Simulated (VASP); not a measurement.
ZrB2, 3 atoms in the cell. The structure is hexagonal, space group P6/mmm (No. 191). The conventional cell has a = 3.170 Å, b = 3.170 Å, c = 3.533 Å, α = 90.00°, β = 90.00°, γ = 120.00°. Within 3.6 Å of Zr (site symmetry 6/mmm) lie 12 B at 2.54 Å and 8 Zr at 3.17 to 3.53 Å. B (site symmetry -6m2) has 3 B at 1.83 Å within 2.4 Å. 

* Program: VASP 6.6.1
* Task: single point
* Functional: PBE
* Potentials or basis: VASP PAW PBE potentials, release 64 (Zr_sv, B)
* Cutoff: 520 eV
* k mesh: 10 × 10 × 8
* Occupations: gaussian, width 0.029 eV
* Spin: no spin polarisation
* Dipole correction: no
* Further INCAR settings: ALGO = Normal; EDIFF = 1e-07; NBANDS = 16

Potentials or basis: VASP PAW PBE potentials, release 64 (Zr_sv, B).

Launch:

```bash
$ cat potpaw_PBE.64/Zr_sv/POTCAR potpaw_PBE.64/B/POTCAR > POTCAR
$ mpirun -np 1 vasp_std > vasp.out
```

Hardware: 1 thread of Intel(R) Xeon(R) Platinum 8559C (Emerald Rapids), with other jobs on the host.

Task: Estimate the wall time of this run.

Result: It took 12 s on 1 thread of Intel(R) Xeon(R) Platinum 8559C (Emerald Rapids), on a shared host, peak memory 0.16 GiB. Counts: scf iterations 13, k points 70.
